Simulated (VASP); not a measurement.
Wanted: the native input for a VASP 6.6.1 run.

* Task: single point
* Functional: PBE
* Potentials or basis: VASP PAW PBE potentials, release 64 (Ti_sv, O)
* Cutoff: 520 eV
* k mesh: 10 × 10 × 10
* Occupations: fermi-dirac, width 0.02 eV
* Spin: no spin polarisation
* Dipole correction: no
* Further INCAR settings: ALGO = Normal; EDIFF = 1e-06; NBANDS = 19

The structure of TiO2 lies in POSCAR:

```
TiO2
1.0
    0.0000000000      2.3968272579      2.5269749780
    2.3968272579      0.0000000000      2.5269749780
    2.3968272579      2.3968272579      0.0000000000
Ti O
1 2
Direct
    0.0000000000      0.0000000000      0.0000000000
    0.2500000000      0.2500000000      0.2500000000
    0.7500000000      0.7500000000      0.7500000000
```

This cell differs from its parent crystal: uniaxial z strain +5.4%.

One way to write it, as run:

INCAR

```
  PREC = Accurate
  ENCUT = 520
  EDIFF = 1E-6
  ISMEAR = -1
  SIGMA = 0.02
  LREAL = False
  LASPH = True
  NELM = 100
  ALGO = Normal
  ISIF = 2
  LWAVE = False
  LCHARG = False
  GGA = PE
  NBANDS = 19
```

KPOINTS

```
regular mesh
0
Gamma
  10 10 10
```

Potentials or basis: VASP PAW PBE potentials, release 64 (Ti_sv, O).

Launch:

```sh
$ cat potpaw_PBE.64/Ti_sv/POTCAR potpaw_PBE.64/O/POTCAR > POTCAR
$ mpirun -np 1 vasp_std > vasp.out
```

It gave:

```json
{
 "Pressure": "-6.0 GPa",
 "Band gap on the k mesh": "0.73 eV, indirect (least direct gap 1.31 eV)"
}
```

Caveat: the cell differs from its parent crystal (uniaxial z strain +5.4%).

It took 74 s on 1 thread of Intel(R) Xeon(R) Platinum 8375C CPU @ 2.90GHz (Ice Lake), on a shared host, peak memory 0.19 GiB.
